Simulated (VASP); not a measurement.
# ZrC (Imm2) in VASP: notebook

The runs below take ZrC through single point, with PBE.

Program: VASP 6.6.1. These are calculated values, not measurements. Logs are shortened: lines on timing, memory, paths and dates and some standing lists are left out, and cuts for length are marked.

### 1 The cell of the first run

The structure is orthorhombic, space group Imm2 (No. 44). Conventional cell: a = 3.324 Å, b = 4.700 Å, c = 3.324 Å, α = 90.00°, β = 90.00°, γ = 90.00°. Zr (site symmetry mm2) has 6 C at 2.20 to 2.51 Å within 2.9 Å. C (site symmetry mm2) has 6 Zr at 2.20 to 2.51 Å within 2.9 Å.

### 2 Single point, PBE

The input, INCAR:

```
PREC     = Accurate       # precision mode
ENCUT    = 520            # plane-wave cutoff, eV
EDIFF    = 1E-6           # SCF threshold, eV
ISMEAR   = 0              # smearing method
SIGMA    = 0.15           # smearing width, eV
LREAL    = False          # projectors in reciprocal space
LASPH    = True           # aspherical terms in the spheres
NELM     = 100            # most SCF steps
ALGO     = Normal         # electronic algorithm
ISIF     = 2              # what is computed and relaxed
LWAVE    = False          # write WAVECAR
LCHARG   = True           # write CHGCAR
GGA      = PE             # functional
LELF     = True           # ELF
LVHAR    = True         
NBANDS   = 15             # bands
```

The input, KPOINTS:

```
regular mesh
0
Gamma
  18 18 18
```

The input, POSCAR:

```
ZrC
1.0
    0.0000000000      2.3502100000      2.3502100000
    2.3502100000      0.0000000000      2.3502100000
    2.3502100000      2.3502100000      0.0000000000
Zr C
1 1
Direct
    0.4323043363      0.5000000000      0.5000000000
    0.0000000000      0.0000000000      0.0000000000
```

Potentials or basis: VASP PAW PBE potentials, release 64 (Zr_sv, C).

Command:

```
$ cat potpaw_PBE.64/Zr_sv/POTCAR potpaw_PBE.64/C/POTCAR > POTCAR
$ mpirun -np 1 vasp_std > vasp.out
```

OUTCAR:

```text
PREC = Accurate
   ENCUT = 520
   EDIFF = 1E-6
   ISMEAR = 0
   LREAL = False
   LASPH = True
   NELM = 100
   ISIF = 2
   GGA = PE

 ion  position               nearest neighbor table
   1  0.432  0.500  0.500-   2 2.20   2 2.20   2 2.36   2 2.36   2 2.51   2 2.51
   2  0.000  0.000  0.000-   1 2.20   1 2.20   1 2.36   1 2.36   1 2.51   1 2.51

  LATTYP: Found a face centered cubic cell.
 ALAT       =     4.7004200000

  Lattice vectors:

 A1 = (   0.0000000000,   2.3502100000,   2.3502100000)
 A2 = (   2.3502100000,   0.0000000000,   2.3502100000)
 A3 = (   2.3502100000,   2.3502100000,   0.0000000000)

Analysis of symmetry for initial positions (statically):
=====================================================================
 Subroutine PRICEL returns:
 Original cell was already a primitive cell.

 Routine SETGRP: Setting up the symmetry group for a
 face centered cubic supercell.

 Subroutine GETGRP returns: Found  4 space group operations
 (whereof  4 operations were pure point group operations)
 out of a pool of 48 trial point group operations.

The static configuration has the point symmetry C_2v.

Analysis of symmetry for dynamics (positions and initial velocities):
=====================================================================
 Subroutine PRICEL returns:
 Original cell was already a primitive cell.

 Routine SETGRP: Setting up the symmetry group for a
 face centered cubic supercell.

 Subroutine GETGRP returns: Found  4 space group operations
 (whereof  4 operations were pure point group operations)
 out of a pool of 48 trial point group operations.

The dynamic configuration has the point symmetry C_2v.

 Subroutine INISYM returns: Found  4 space group operations
 (whereof  4 operations are pure point group operations),
 and found     1 'primitive' translations

----------------------------------------------------------------------------------------

                                     Primitive cell

  volume of cell :      25.9627

  direct lattice vectors                    reciprocal lattice vectors
     0.000000000  2.350210000  2.350210000    -0.212746946  0.212746946  0.212746946
     2.350210000  0.000000000  2.350210000     0.212746946 -0.212746946  0.212746946
     2.350210000  2.350210000  0.000000000     0.212746946  0.212746946 -0.212746946

  length of vectors
     3.323698856  3.323698856  3.323698856     0.368488520  0.368488520  0.368488520

  position of ions in fractional coordinates (direct lattice)
     0.432304336  0.500000000  0.500000000
     0.000000000  0.000000000  0.000000000

[... 82 lines left out ...]
   ISIF   =      2    stress and relaxation
   ISYM   =      2    0-nonsym 1-usesym 2-fastsym
   POTIM  = 0.5000    time-step for ionic-motion
   TEBEG  =    0.0;   TEEND  =   0.0 temperature during run
   PSTRESS=    0.0 pullay stress
   NELECT =      16.0000    total number of electrons
   NUPDOWN=      -1.0000    fix difference up-down
   EMIN   =  10.00;   EMAX   =-10.00  energy-range for DOS
   EFERMI =   0.00;   METHOD = LEGACY
   ISMEAR =     0;   SIGMA  =   0.15  broadening in eV -4-tet -1-fermi 0-gaus
   EFERMI_NEDOS =   21; number of points for ismear=-14 and -15
   IALGO  =     38    algorithm
   IMIX   =      4    mixing-type and parameters
     AMIX     =   0.40;   BMIX     =  1.00
     AMIX_MAG =   1.60;   BMIX_MAG =  1.00
  volume/ion in A,a.u.               =      12.98        87.60
  Fermi-wavevector in a.u.,A,eV,Ry     =   1.393151  2.632673 26.407131  1.940869
  Thomas-Fermi vector in A             =   2.516825
   LORBIT       =      0    0 simple, 1 ext, 2 COOP (PROOUT), +10 PAW based schemes
   GGA     = PE    functional components
   LHFCALC =     F    Hartree Fock is set to
   AEXX    =    0.0000 exact exchange contribution
   IVDW    =     0    specifies the selected vdW correction
   LEPSILON=     F    determine dielectric tensor
   LRPA    =     F    only Hartree local field effects (RPA)
 non-spin polarized calculation
 Gauss-broadening in eV      SIGMA  =   0.15
  energy-cutoff  :      520.00
  volume of cell :       25.96
 maximum number of plane-waves:       725
 NGX is ok and might be reduce to    28
   NGX = 13   NGY = 13   NGZ = 13

 number of electron      16.0000000 magnetization

 Free energy of the ion-electron system (eV)
  ---------------------------------------------------
  ext. energy  EPLUGINS =         0.00000000
  ---------------------------------------------------
  free energy    TOTEN  =       -19.29433271 eV

  energy without entropy =      -19.29313317  energy(sigma->0) =      -19.29373294

 E-fermi :   9.7516     XC(G=0): -12.1110

 val. band max:        9.6932274793   @ k =   0.0000   0.1111   0.0000
 cond. band min:       9.7744094667   @ k =   0.0000   0.0000   0.0000
 fundamental gap:      0.0811819874
 Fermi energy:         9.7516062059

 k-point     1 :       0.0000    0.0000    0.0000
  band No.  band energies     occupation
      1     -38.4873      2.00000
      2     -16.2103      2.00000
      3     -16.2101      2.00000
      4     -16.2099      2.00000
      5      -1.6437      2.00000
      6       9.2836      1.99999
      7       9.4100      1.99872
      8       9.7744      0.82977
      9      10.6774      0.00000
     10      11.6583      0.00000
     11      12.0053      0.00000
     12      13.0308      0.00000
     13      13.4488      0.00000
     14      16.7696      0.00000
[... 401 lines left out ...]
      2     -16.2989      2.00000
      3     -16.2295      2.00000
      4     -16.2211      2.00000
      5      -1.3904      2.00000
      6       8.3868      2.00000
      7       9.0827      2.00000
      8       9.6478      1.67207
      9      10.6089      0.00000
     10      11.4396      0.00000
     11      12.2201      0.00000
     12      13.5478      0.00000
     13      14.7657      0.00000
     14      17.3690      0.00000
     15      20.6605      0.00000

 [... further k-points ...]
[... 5 lines left out ...]
  --------------------------------------------------------------------------------------
  -------------------------------------------------------------------------------------
  Total        0.0820454      1.2605626      1.2605626      0.0000000     -0.3352833      0.0000000
  in kB        5.0630831     77.7902196     77.7902196      0.0000000    -20.6905740      0.0000000
  external PRESSURE =      53.5478408 kB  Pullay stress =       0.0000000 kB

 VOLUME and BASIS-vectors are now :
 -----------------------------------------------------------------------------
  energy-cutoff  :      520.00
  volume of cell :       25.96
      direct lattice vectors                 reciprocal lattice vectors
     0.000000000  2.350210000  2.350210000    -0.212746946  0.212746946  0.212746946
     2.350210000  0.000000000  2.350210000     0.212746946 -0.212746946  0.212746946
     2.350210000  2.350210000  0.000000000     0.212746946  0.212746946 -0.212746946

 POSITION                                       TOTAL-FORCE (eV/Angst)
 -----------------------------------------------------------------------------------
      2.35021      2.19111      2.19111        -0.000000      1.069405      1.069405
      0.00000      0.00000      0.00000         0.000000     -1.069405     -1.069405
 -----------------------------------------------------------------------------------
    total drift:                               -0.000000      0.000093      0.000093

  FREE ENERGIE OF THE ION-ELECTRON SYSTEM (eV)
  ---------------------------------------------------
  free  energy   TOTEN  =       -19.2943327058 eV

  energy  without entropy=      -19.2931331742  energy(sigma->0) =      -19.29373294
```

It took 10 min on 1 thread of Intel Xeon 8259CL, shared host; peak memory 0.45 GiB.

Results:

* Free energy: -19.2943 eV
* Pressure: 5.4 GPa
* Largest force: 1.512 eV/Å
* Band gap on the k mesh: zero (bands 8 and 9 overlap by 0.04 eV)

Forces in eV/Å, atoms in the order of the input:
```
Zr   0.000  1.069  1.069
C    0.000 -1.069 -1.069
```

Caveat: the cell differs from its parent crystal (all Zr atoms moved +0.225 Å, as atom 1 towards its neighbour atom 1 (Zr) at 3.324 Å); the stress differs along the axes, from 1 to 8 GPa; forces of over 1 eV/Å act on the atoms, so gaps and moduli don't describe the material at rest.

### 3 Single point, PBE

The input, INCAR:

```
SYSTEM = ZrC
  PREC = Accurate
  ENCUT = 520
  EDIFF = 1E-6
  ISMEAR = 0
  SIGMA = 0.15
  LREAL = .False.
  LASPH = .True.
  NELM = 100
  ALGO = Normal
  ISIF = 2
  LWAVE = .False.
  LCHARG = .False.
  GGA = PE
  NBANDS = 15
```

The input, KPOINTS:

```
regular mesh
0
Gamma
  18 18 18
  0 0 0
```

POSCAR, as its differences from that of step 2:

```diff
@@ -8,3 +8,3 @@
 Direct
-    0.4323043363      0.5000000000      0.5000000000
+    0.5451304425      0.5000000000      0.5000000000
     0.0000000000      0.0000000000      0.0000000000
```

Potentials or basis: VASP PAW PBE potentials, release 64 (Zr_sv, C).

Command:

```
$ cat potpaw_PBE.64/Zr_sv/POTCAR potpaw_PBE.64/C/POTCAR > POTCAR
$ mpirun -np 1 vasp_std > vasp.out
```

It took 10 min on 1 thread of Intel Xeon 8259CL, shared host; peak memory 0.45 GiB.

It converged, with:

```yaml
Free_energy: -19.3875 eV
Pressure: 3.2 GPa
Largest_force: 0.985 eV/Å
Band_gap_on_the_k_mesh: zero (bands 8 and 9 overlap by 0.53 eV)
```

Forces in eV/Å, atoms in the order of the input:
```
Zr   0.000 -0.697 -0.697
C    0.000  0.697  0.697
```

Stress tensor (GPa, compression positive):
```
 1.12  0.00  0.00
 0.00  4.20 -1.14
 0.00 -1.14  4.20
```

Levels at points of the mesh, in eV from the Fermi level:
| k point | band 4 | band 5 | band 6 | band 7 | band 8 | band 9 | band 10 | band 11 | band 12 | band 13 |
| --- | --- | --- | --- | --- | --- | --- | --- | --- | --- | --- |
| (0.00, 0.00, 0.00) | -25.92 | -11.38 | 0.01 | 0.08 | 0.42 | 0.98 | 1.70 | 1.83 | 2.96 | 3.24 |
| (0.50, 0.00, 0.00) | -26.00 | -8.37 | -5.36 | -3.05 | -3.02 | 4.36 | 4.41 | 5.19 | 6.47 | 9.92 |
| (0.00, 0.50, 0.00) | -26.00 | -8.34 | -5.37 | -2.99 | -2.92 | 4.33 | 4.36 | 5.20 | 6.20 | 9.68 |
| (0.50, 0.50, 0.00) | -26.20 | -10.21 | -2.12 | -2.07 | -0.07 | 0.20 | 4.43 | 5.55 | 5.55 | 7.66 |
| (0.00, 0.50, 0.50) | -26.20 | -10.21 | -2.23 | -2.17 | -0.13 | 0.44 | 4.50 | 5.55 | 5.55 | 7.83 |

Caveat: the cell differs from its parent crystal (all Zr atoms moved -0.150 Å, as atom 1 towards its neighbour atom 1 (Zr) at 3.324 Å); the cell stands under pressure.

### 4 Single point, PBE

The input, INCAR:

```
PREC = Accurate ; ENCUT = 520
EDIFF = 1E-6 ; ISMEAR = 0
SIGMA = 0.15 ; LREAL = False
LASPH = True ; NELM = 100
ALGO = Normal ; ISIF = 2
LWAVE = False ; LCHARG = False
GGA = PE ; NBANDS = 15
```

The input, KPOINTS:

```
regular mesh
0
Gamma
  18 18 18
```

POSCAR, as its differences from that of step 3:

```diff
@@ -8,3 +8,3 @@
 Direct
-    0.5451304425      0.5000000000      0.5000000000
+    0.4435869469      0.5000000000      0.5000000000
     0.0000000000      0.0000000000      0.0000000000
```

Command:

```
$ cat potpaw_PBE.64/Zr_sv/POTCAR potpaw_PBE.64/C/POTCAR > POTCAR
$ mpirun -np 1 vasp_std > vasp.out
```

Wall time 12 min (1 thread of Intel Xeon 8259CL, shared host); peak memory 0.45 GiB.

Results (log left out):

- Free energy: -19.3458 eV
- Pressure: 4.2 GPa
- Largest force: 1.239 eV/Å
- Band gap on the k mesh: zero (bands 8 and 9 overlap by 0.27 eV)

Forces on the atoms (eV/Å):
```
Zr   0.000  0.876  0.876
C    0.000 -0.876 -0.876
```

Stress tensor (GPa, compression positive):
```
 0.82  0.00  0.00
 0.00  5.82 -1.58
 0.00 -1.58  5.82
```

Levels at points of the mesh, in eV from the Fermi level:
```tsv
k point	band 4	band 5	band 6	band 7	band 8	band 9	band 10	band 11	band 12	band 13
(0.00, 0.00, 0.00)	-25.94	-11.39	-0.23	-0.14	0.22	0.95	1.81	2.04	3.10	3.46
(0.50, 0.00, 0.00)	-26.02	-8.41	-5.36	-3.09	-3.04	4.32	4.39	5.15	6.47	9.86
(0.00, 0.50, 0.00)	-26.03	-8.36	-5.39	-2.99	-2.88	4.26	4.31	5.17	6.06	9.50
(0.50, 0.50, 0.00)	-26.23	-10.21	-2.19	-2.12	-0.10	0.30	4.45	5.52	5.52	7.52
(0.00, 0.50, 0.50)	-26.23	-10.21	-2.41	-2.19	-0.21	0.64	4.56	5.52	5.52	7.76
```

Caveat: the cell differs from its parent crystal (all Zr atoms moved +0.188 Å, as atom 1 towards its neighbour atom 1 (Zr) at 3.324 Å); the cell stands under pressure; forces of over 1 eV/Å act on the atoms, so gaps and moduli don't describe the material at rest.

### 5 The runs side by side

```csv
cell,gap on the mesh (eV),pressure (GPa),largest force (eV/Å)
"as given, atomic positions A",none,5.4,1.51
"as given, atomic positions B",none,3.2,0.99
"as given, atomic positions C",none,4.2,1.24
```

Alike in all rows: task single point; level PBE; potentials or basis VASP PAW PBE potentials, release 64 (Zr_sv, C); no spin polarisation; k mesh 18 × 18 × 18; cutoff (eV) 520; smearing gaussian 0.15 eV.

Caveats: forces of over 1 eV/Å act on the atoms, so gaps and moduli don't describe the material at rest (at least some runs); the cell stands under pressure (at least some runs); the stress differs along the axes, from 1 to 8 GPa (at least some runs).

Absolute energies hang on the potentials; compare differences alone.

The gap in the log of VASP goes by the Fermi energy; the results here count the filled bands.